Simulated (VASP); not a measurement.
K:

```
CELL_PARAMETERS angstrom
0.00000 3.29154 3.29154
3.29154 0.00000 3.29154
3.29154 3.29154 0.00000
ATOMIC_POSITIONS crystal
K 0.00000 0.00000 0.00000
```

```yaml
Program: VASP 6.6.1
Task: relaxation of cell and atoms
Functional: BLYP
Potentials_or_basis: VASP PAW PBE potentials, release 64 (K_sv)
Cutoff: 600 eV
k_mesh: 8 × 8 × 8
Occupations: fermi-dirac, width 0.1 eV
Spin: no spin polarisation
```

At the start: pressure 0.2 GPa; volume 71.32 Å³/atom.

Problem. How do energy, volume and symmetry change on relaxing?

Solution. Over 5 steps the energy falls by 3.5 meV/atom and the volume is 76.26 Å³/atom (+6.9 %); space group Fm-3m (No. 225, to 0.05 Å).

Step by step:
| step | energy change (eV) | largest force (eV/Å) | pressure (GPa) | volume (Å³) |
| --- | --- | --- | --- | --- |
| 1 | 0.0000 | 0.0000 | 0.24 | 71.32 |
| 2 | -0.0014 | 0.0000 | 0.18 | 72.41 |
| 3 | -0.0028 | 0.0000 | 0.10 | 73.99 |
| 4 | -0.0034 | 0.0000 | -0.04 | 77.22 |
| 5 | -0.0035 | 0.0000 | 0.00 | 76.26 |

Final structure:
```
K
1.0
     0.00000    3.36577    3.36577
     3.36577    0.00000    3.36577
     3.36577    3.36577    0.00000
K
1
Direct
  0.00000 0.00000 0.00000
```

Caveat: the PAW data sets were made with another functional, which shifts forces and pressure a little.
